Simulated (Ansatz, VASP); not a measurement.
**One calculation of ZnO, two programs**

```xyz
2
Lattice="0.0000 1.9878 2.5841 1.9878 0.0000 2.5841 1.9878 1.9878 0.0000" Properties=species:S:1:pos:R:3 pbc="T T T"
Zn    0.0000    0.0000    0.0000
O     1.9878    1.9878    2.5841
```

Alike in both runs: task single point; functional LDA; k mesh 12 × 12 × 12; occupations gaussian, width 0.05 eV; no spin polarisation.

|  | VASP | Ansatz |
| --- | --- | --- |
| version | VASP 6.6.1 | Ansatz 0.2.0 |
| potentials or method | VASP PAW LDA potentials, release 64 (Zn, O), cutoff 520 eV | scalar-relativistic, plane waves, PAW |
| valence electrons in the cell | 18 | 18 |

VASP gave:

- gap on the k mesh at the Fermi level (eV): 0.33
- least direct gap on the mesh (eV): 2.39
- pressure (GPa): 2.9
- traceless stress, the component that is largest in VASP (GPa): -13.38

Estimate Ansatz's values.

gap on the k mesh at the Fermi level (eV): 0.33; least direct gap on the mesh (eV): 2.39; pressure (GPa): 1.4; traceless stress, the component that is largest in VASP (GPa): -12.00.

LDA's correlation is that of Perdew and Zunger in VASP and of Perdew and Wang (1992) in Ansatz.
